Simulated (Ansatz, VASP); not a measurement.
## Ge2Sb2Te5 in VASP and in Ansatz

```
Te Ge Sb
1.0
     4.29430    0.00000    0.00000
    -2.14715    3.71897    0.00000
     0.00000    0.00000   17.59611
Te Ge Sb
5 2 2
Direct
  0.00000 0.00000 0.00000
  0.33333 0.66667 0.19450
  0.66667 0.33333 0.80550
  0.66667 0.33333 0.40731
  0.33333 0.66667 0.59269
  0.66667 0.33333 0.09842
  0.33333 0.66667 0.90158
  0.00000 0.00000 0.31007
  0.00000 0.00000 0.68993
```

Alike in both runs: functional PBE; k mesh 10 × 10 × 2; occupations gaussian, width 0.02 eV; no spin polarisation.

Ansatz relaxed the structure, and its values are those at the end. VASP's run is a single point on that final structure, the one shown.

|  | VASP | Ansatz |
| --- | --- | --- |
| version | VASP 6.6.1 | Ansatz 0.2.0 |
| potentials or method | VASP PAW PBE potentials, release 64 (Te, Ge_d, Sb) | scalar-relativistic, plane waves, PAW |
| plane-wave cutoff (eV) | 500 | 420 |
| valence electrons in the cell | 68 | 138 |

VASP gave:

```
gap on the k mesh at the Fermi level (eV) : 0.56
least direct gap on the mesh (eV)         : 0.56
pressure (GPa)                            : 0.0
rms of the force components (eV/Å)        : 0.008
```

**Question.** Estimate Ansatz's values.

**Answer.** gap on the k mesh at the Fermi level (eV): 0.56; least direct gap on the mesh (eV): 0.56; pressure (GPa): 0.0; rms of the force components (eV/Å): 0.000.

The functional is the same, so the differences come from potentials, cutoffs and numerics. VASP's potentials hold 68 valence electrons a cell and Ansatz's 138, so a difference there can come from the potentials and not from the codes.

Spin-orbit coupling is off throughout.
